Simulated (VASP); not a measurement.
Here is a VASP 6.6.1 calculation.

The input INCAR:

```
SYSTEM = Si16Au
PREC = Accurate ; ENCUT = 520
EDIFF = 1E-7 ; ISMEAR = 0
SIGMA = 0.02 ; LREAL = Auto
LASPH = .TRUE. ; NELM = 60
ALGO = Normal ; ISIF = 2
LWAVE = .FALSE. ; LCHARG = .FALSE.
GGA = PE ; NBANDS = 52
NELECT = 74.0
```

The input KPOINTS:

```
Automatic mesh
0
G
  2 2 2
  0 0 0
```

POSCAR

```
Si16Au
1.0
    0.0000000000      5.4700937627     -5.4700937627
    5.4700937627      5.4700937627      0.0000000000
    5.4700937627      0.0000000000     -5.4700937627
Si Au
16 1
Direct
    0.1442044751      0.1391762249      0.1438907694
    0.1112373986      0.6747979395      0.1111445299
    0.6018313658      0.1269554107      0.1204547908
    0.6229818259      0.6171607191      0.1369943611
    0.1206426304      0.1265518527      0.6024338234
    0.1371400624      0.6171025848      0.6228353933
    0.6343696563      0.0733567864      0.6340753286
    0.6233871206      0.6123478217      0.6230065055
    0.2523725479      0.7668114446      0.2522432996
    0.2444641825      0.3048854503      0.2451968939
    0.7394171244      0.7565113469      0.2519934867
    0.7547516878      0.2484481179      0.2763904177
    0.2523607565      0.7560910616      0.7394282759
    0.2765437972      0.2484148461      0.7549012282
    0.7645543534      0.7029044047      0.7644029849
    0.7337680439      0.2408913004      0.7337841313
   -0.0509228931      0.1638926203     -0.0507038841
```

Potentials or basis: VASP PAW PBE potentials, release 64 (Si, Au).

Run with:

```bash
$ cat potpaw_PBE.64/Si/POTCAR potpaw_PBE.64/Au/POTCAR > POTCAR
$ mpirun -np 1 vasp_std > vasp.out
```

Task: Estimate the largest force.

Result: 0.025 eV/Å.

Forces in eV/Å, atoms in the order of the input:
```
Si  -0.005 -0.018  0.014
Si   0.009  0.004 -0.003
Si  -0.010  0.013 -0.016
Si  -0.003  0.007  0.007
Si   0.005 -0.013 -0.009
Si   0.009 -0.002  0.005
Si   0.014  0.005 -0.013
Si   0.015  0.012  0.000
Si  -0.009 -0.007 -0.016
Si  -0.012  0.000  0.010
Si  -0.006 -0.011 -0.004
Si  -0.003  0.013  0.011
Si  -0.007 -0.002  0.000
Si   0.001 -0.008  0.013
Si  -0.010 -0.009  0.005
Si   0.009  0.013 -0.020
Au   0.003  0.004  0.014
```

Caveat: the k points lie up to 0.50 Å⁻¹ apart; the cell carries a net charge on a neutralising background, which shifts energy and pressure.
